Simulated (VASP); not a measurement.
A run of VASP 6.6.1 is set up as follows.

Contents of INCAR:

```
  PREC = Accurate
  ENCUT = 520
  EDIFF = 1E-7
  ISMEAR = 0
  SIGMA = 0.15
  LREAL = F
  LASPH = T
  NELM = 60
  ALGO = Fast
  ISIF = 2
  LWAVE = F
  LCHARG = F
  GGA = PE
  NBANDS = 12
```

File KPOINTS:

```
Automatic mesh
0
Gamma
  24 24 24
```

Contents of POSCAR:

```
Cu
1.0
    0.0000000000      1.8584420788      1.7097667125
    1.8584420788      0.0000000000      1.7097667125
    1.8584420788      1.8584420788      0.0000000000
Cu
1
Direct
    0.0000000000      0.0000000000      0.0000000000
```

Potentials or basis: VASP PAW PBE potentials, release 64 (Cu).

Launch:

```sh
$ cat potpaw_PBE.64/Cu/POTCAR > POTCAR
$ mpirun -np 1 vasp_std > vasp.out
```

Problem. What does it give for the pressure?

Solution. 2.6 GPa.

Stress tensor (GPa, compression positive):
```
1.50 0.00 0.00
0.00 1.50 0.00
0.00 0.00 4.81
```
